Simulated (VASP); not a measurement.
# KMn (Pm-3m) in VASP: notebook, part 2 of 2

VASP 6.6.1. The steps go on from the part before.

## Step 3: Relaxation of cell and atoms, PBE, collinear spin, ferromagnetic start

This run uses another cell than the first one, of 25.50 Å³/atom, 0.712 times its volume.

The input, INCAR:

```
SYSTEM = KMn
PREC = Accurate ; ENCUT = 600
EDIFF = 1E-6 ; ISMEAR = 0
SIGMA = 0.1 ; LREAL = .False.
LASPH = .True. ; NELM = 150
ALGO = Fast ; ISIF = 3
LWAVE = .False. ; LCHARG = .False.
ISPIN = 2 ; MAGMOM = 0 4.63
LORBIT = 11 ; LMAXMIX = 4
GGA = PE ; IBRION = 2
NSW = 90 ; EDIFFG = -0.04
```

The input, KPOINTS:

```
Automatic mesh
0
Gamma
  6 6 6
  0 0 0
```

The input, POSCAR:

```
KMn
1.0
    3.7084828753      0.0000000000      0.0000000000
    0.0000000000      3.7084828753      0.0000000000
    0.0000000000      0.0000000000      3.7084828753
K Mn
1 1
Direct
    0.0000000000      0.0000000000      0.0000000000
    0.5000000000      0.5000000000      0.5000000000
```

Potentials or basis: VASP PAW PBE potentials, release 64 (K_sv, Mn_pv).

Launch:

```bash
> cat potpaw_PBE.64/K_sv/POTCAR potpaw_PBE.64/Mn_pv/POTCAR > POTCAR
> mpirun -np 1 vasp_std > vasp.out
```

OUTCAR:

```text
SYSTEM = KMn
   PREC = Accurate
   ENCUT = 600
   EDIFF = 1E-6
   ISMEAR = 0
   LREAL = .False.
   LASPH = .True.
   NELM = 150
   ISIF = 3
   ISPIN = 2
   LORBIT = 11
   GGA = PE
   IBRION = 2
   NSW = 90
   EDIFFG = -0.04

 ion  position               nearest neighbor table
   1  0.000  0.000  0.000-   2 3.21   2 3.21   2 3.21   2 3.21   2 3.21   2 3.21   2 3.21   2 3.21

   2  0.500  0.500  0.500-   1 3.21   1 3.21   1 3.21   1 3.21   1 3.21   1 3.21   1 3.21   1 3.21

  LATTYP: Found a simple cubic cell.
 ALAT       =     3.7084828753

  Lattice vectors:

 A1 = (   3.7084828753,   0.0000000000,   0.0000000000)
 A2 = (   0.0000000000,   3.7084828753,   0.0000000000)
 A3 = (   0.0000000000,   0.0000000000,   3.7084828753)

Analysis of symmetry for initial positions (statically):
=====================================================================
 Subroutine PRICEL returns:
 Original cell was already a primitive cell.

 Routine SETGRP: Setting up the symmetry group for a
 simple cubic supercell.

 Subroutine GETGRP returns: Found 48 space group operations
 (whereof 48 operations were pure point group operations)
 out of a pool of 48 trial point group operations.

The static configuration has the point symmetry O_h .

Analysis of symmetry for dynamics (positions and initial velocities):
=====================================================================
 Subroutine PRICEL returns:
 Original cell was already a primitive cell.

 Routine SETGRP: Setting up the symmetry group for a
 simple cubic supercell.

 Subroutine GETGRP returns: Found 48 space group operations
 (whereof 48 operations were pure point group operations)
 out of a pool of 48 trial point group operations.

The dynamic configuration has the point symmetry O_h .

Analysis of structural, dynamic, and magnetic symmetry:
=====================================================================
 Subroutine PRICEL returns:
 Original cell was already a primitive cell.

 Routine SETGRP: Setting up the symmetry group for a
 simple cubic supercell.

 Subroutine GETGRP returns: Found 48 space group operations
 (whereof 48 operations were pure point group operations)
 out of a pool of 48 trial point group operations.

The overall configuration has the point symmetry O_h .

 Subroutine INISYM returns: Found 48 space group operations
 (whereof 48 operations are pure point group operations),
 and found     1 'primitive' translations

----------------------------------------------------------------------------------------

                                     Primitive cell

  volume of cell :      51.0022

  direct lattice vectors                    reciprocal lattice vectors
     3.708482875  0.000000000  0.000000000     0.269652047  0.000000000  0.000000000
     0.000000000  3.708482875  0.000000000     0.000000000  0.269652047  0.000000000
     0.000000000  0.000000000  3.708482875     0.000000000  0.000000000  0.269652047

  length of vectors
     3.708482875  3.708482875  3.708482875     0.269652047  0.269652047  0.269652047

  position of ions in fractional coordinates (direct lattice)
     0.000000000  0.000000000  0.000000000
     0.500000000  0.500000000  0.500000000

  ion indices of the primitive-cell ions
   primitive index   ion index
                 1           1
                 2           2

[... 59 lines left out ...]
   ICHARG =      2    charge: 1-file 2-atom 10-const
   ISPIN  =      2    spin polarized calculation?
   LNONCOLLINEAR =      F non collinear calculations
   LSORBIT =      F    spin-orbit coupling
   LASPH  =      T    aspherical Exc in radial PAW
   ENCUT  =  600.0 eV  44.10 Ry    6.64 a.u.   7.41  7.41  7.41*2*pi/ulx,y,z
   NELM   =    150;   NELMIN=  2; NELMDL= -5     # of ELM steps
   EDIFF  = 0.1E-05   stopping-criterion for ELM
   LREAL  =      F    real-space projection
   EDIFFG = -.4E-01   stopping-criterion for IOM
   NSW    =     90    number of steps for IOM
   IBRION =      2    ionic relax: 0-MD 1-quasi-New 2-CG
   NFREE  =      1    steps in history (QN), initial steepest desc. (CG)
   ISIF   =      3    stress and relaxation
   ISYM   =      2    0-nonsym 1-usesym 2-fastsym
   POTIM  = 0.5000    time-step for ionic-motion
   TEBEG  =    0.0;   TEEND  =   0.0 temperature during run
   PSTRESS=    0.0 pullay stress
   NELECT =      22.0000    total number of electrons
   NUPDOWN=      -1.0000    fix difference up-down
   EMIN   =  10.00;   EMAX   =-10.00  energy-range for DOS
   EFERMI =   0.00;   METHOD = LEGACY
   ISMEAR =     0;   SIGMA  =   0.10  broadening in eV -4-tet -1-fermi 0-gaus
   EFERMI_NEDOS =   21; number of points for ismear=-14 and -15
   IALGO  =     68    algorithm
   IMIX   =      4    mixing-type and parameters
     AMIX     =   0.40;   BMIX     =  1.00
     AMIX_MAG =   1.60;   BMIX_MAG =  1.00
  volume/ion in A,a.u.               =      25.50       172.09
  Fermi-wavevector in a.u.,A,eV,Ry     =   1.236952  2.337500 20.817591  1.530050
  Thomas-Fermi vector in A             =   2.371539
   LORBIT       =     11    0 simple, 1 ext, 2 COOP (PROOUT), +10 PAW based schemes
   GGA     = PE    functional components
   LHFCALC =     F    Hartree Fock is set to
   AEXX    =    0.0000 exact exchange contribution
   IVDW    =     0    specifies the selected vdW correction
   LEPSILON=     F    determine dielectric tensor
   LRPA    =     F    only Hartree local field effects (RPA)
 conjugate gradient relaxation of ions
 spin polarized calculation
 RMM-DIIS sequential band-by-band and
 Gauss-broadening in eV      SIGMA  =   0.10
  energy-cutoff  :      600.00
  volume of cell :       51.00
 maximum number of plane-waves:      1743
 NGX is ok and might be reduce to    30
   NGX = 15   NGY = 15   NGZ = 15

--------------------------------------- Ionic step        1  -------------------------------------------

 number of electron      21.9999993 magnetization       4.2401265

 Free energy of the ion-electron system (eV)
  ---------------------------------------------------
  ext. energy  EPLUGINS =         0.00000000
  ---------------------------------------------------
  free energy    TOTEN  =        -7.29873579 eV

  energy without entropy =       -7.28109727  energy(sigma->0) =       -7.28991653

------------------------ aborting loop because EDIFF is reached ----------------------------------------

  FORCE on cell =-STRESS in cart. coord.  units (eV):
  Direction    XX          YY          ZZ          XY          YZ          ZX
  --------------------------------------------------------------------------------------
  -------------------------------------------------------------------------------------
  Total        2.3514431      2.3514431      2.3514431      0.0000000      0.0000000     -0.0000000
  in kB       73.8679811     73.8679811     73.8679811      0.0000000      0.0000000     -0.0000000
  external PRESSURE =      73.8679811 kB  Pullay stress =       0.0000000 kB
[... 95 lines left out ...]
--------------------------------------- Ionic step        4  -------------------------------------------

 number of electron      21.9999957 magnetization       4.2550476

 Free energy of the ion-electron system (eV)
  ---------------------------------------------------
  ext. energy  EPLUGINS =         0.00000000
  ---------------------------------------------------
  free energy    TOTEN  =        -7.67090832 eV

  energy without entropy =       -7.65619024  energy(sigma->0) =       -7.66354928

 E-fermi :   1.6154     XC(G=0):  -7.8601

 val. band max:        1.6043063994   @ k =   0.3333   0.3333   0.1667
 cond. band min:       1.6223606706   @ k =   0.1667   0.1667   0.1667
 fundamental gap:      0.0180542713
 Fermi energy:         1.6154016506

 spin component 1

 k-point     1 :       0.0000    0.0000    0.0000
  band No.  band energies     occupation
      1     -49.0994      1.00000
      2     -49.0994      1.00000
      3     -49.0994      1.00000
      4     -29.3324      1.00000
      5     -12.7969      1.00000
      6     -12.7969      1.00000
[... 376 lines left out ...]
      3     -49.0999      1.00000
      4     -29.3109      1.00000
      5     -12.8966      1.00000
      6     -12.8966      1.00000
[... 9 lines left out ...]
     16       2.3416      0.00000
     17       6.8073      0.00000
 Fermi energy:         1.6154016506

 spin component 2

 k-point     1 :       0.0000    0.0000    0.0000
  band No.  band energies     occupation
      1     -44.7082      1.00000
      2     -44.7082      1.00000
      3     -44.7082      1.00000
      4     -29.3584      1.00000
      5     -12.8282      1.00000
      6     -12.8282      1.00000
[... 418 lines left out ...]
  FREE ENERGIE OF THE ION-ELECTRON SYSTEM (eV)
  ---------------------------------------------------
  free  energy   TOTEN  =        -7.6709083194 eV

  energy  without entropy=       -7.6561902401  energy(sigma->0) =       -7.66354928

 reached required accuracy - stopping structural energy minimisation

 total charge

# of ion       s       p       d       tot
------------------------------------------
    1        1.981   5.559   0.034   7.575
    2        0.385   6.028   4.897  11.310
--------------------------------------------------
tot          2.367  11.587   4.931  18.885

 magnetization (x)

# of ion       s       p       d       tot
------------------------------------------
    1       -0.011  -0.001  -0.009  -0.021
    2        0.073  -0.010   4.126   4.190
--------------------------------------------------
tot          0.062  -0.011   4.118   4.169
```

OSZICAR:

```text
N       E                     dE             d eps       ncg     rms          rms(c)
DAV:   1     0.199781181006E+03    0.19978E+03   -0.13403E+04  1360   0.149E+03
DAV:   2     0.942429682731E+00   -0.19884E+03   -0.19267E+03  1371   0.392E+02
[... 76 lines left out ...]
RMM:  11    -0.767089308901E+01   -0.15189E-04   -0.19087E-04  1622   0.857E-02    0.103E-02
RMM:  12    -0.767090051082E+01   -0.74218E-05   -0.74633E-05  1507   0.406E-02    0.465E-03
RMM:  13    -0.767090444114E+01   -0.39303E-05   -0.41009E-05  1268   0.251E-02    0.333E-03
RMM:  14    -0.767090649867E+01   -0.20575E-05   -0.16529E-05  1182   0.167E-02    0.134E-03
RMM:  15    -0.767090778183E+01   -0.12832E-05   -0.11415E-05   977   0.120E-02    0.879E-04
RMM:  16    -0.767090831938E+01   -0.53755E-06   -0.51795E-06   927   0.923E-03
   4 F= -.76709083E+01 E0= -.76635493E+01  d E =-.372173E+00  mag=     4.2551
```

CONTCAR:

```text
KMn
   1.00000000000000
     4.1535130905478788    0.0000000000000000   -0.0000000000000000
     0.0000000000000000    4.1535130905478788    0.0000000000000000
     0.0000000000000000    0.0000000000000000    4.1535130905478788
  K               Mn
     1     1
Direct
     0.0000000000000000    0.0000000000000000    0.0000000000000000
     0.5000000000000000    0.5000000000000000    0.5000000000000000

  0.00000000E+00  0.00000000E+00  0.00000000E+00
  0.00000000E+00  0.00000000E+00  0.00000000E+00
```

Run time: 5.7 min. Hardware: 1 thread of AMD EPYC 7R43 (Zen 3), shared host; peak memory 0.16 GiB.

What came out:

```
Free energy                                           : -7.6709 eV
Relaxed volume                                        : 35.83 Å³/atom
Relaxed cell                                          : a = 4.154 Å, b = 4.154 Å, c = 4.154 Å, α = 90.00°, β = 90.00°, γ = 90.00°
Space group after relaxing (to 0.05 Å)                : Pm-3m (No. 221)
Energy gained by relaxing                             : 186.1 meV/atom
Ionic steps                                           : 4
Pressure after relaxing                               : 0.1 GPa
Net moment                                            : 4.26 μB per cell
Site moments                                          : K -0.02; Mn +4.19 μB
Valence electrons inside the program's atomic spheres : K 7.58; Mn 11.31
```

Step by step:
```
step  energy change (eV)  largest force (eV/Å)  pressure (GPa)  volume (Å³)
   1              0.0000                0.0000            7.39        51.00
   2             -0.2790                0.0000            2.86        60.18
   3             -0.3659                0.0000            0.61        68.73
   4             -0.3722                0.0000            0.10        71.66
```

Final structure:
```xyz
2
Lattice="4.1535 0.0000 0.0000 0.0000 4.1535 0.0000 0.0000 0.0000 4.1535" Properties=species:S:1:pos:R:3 pbc="T T T"
K     0.0000    0.0000    0.0000
Mn    2.0768    2.0768    2.0768
```

Caveat: the volume moved by over 15 % at a fixed basis, so the end points are rough.
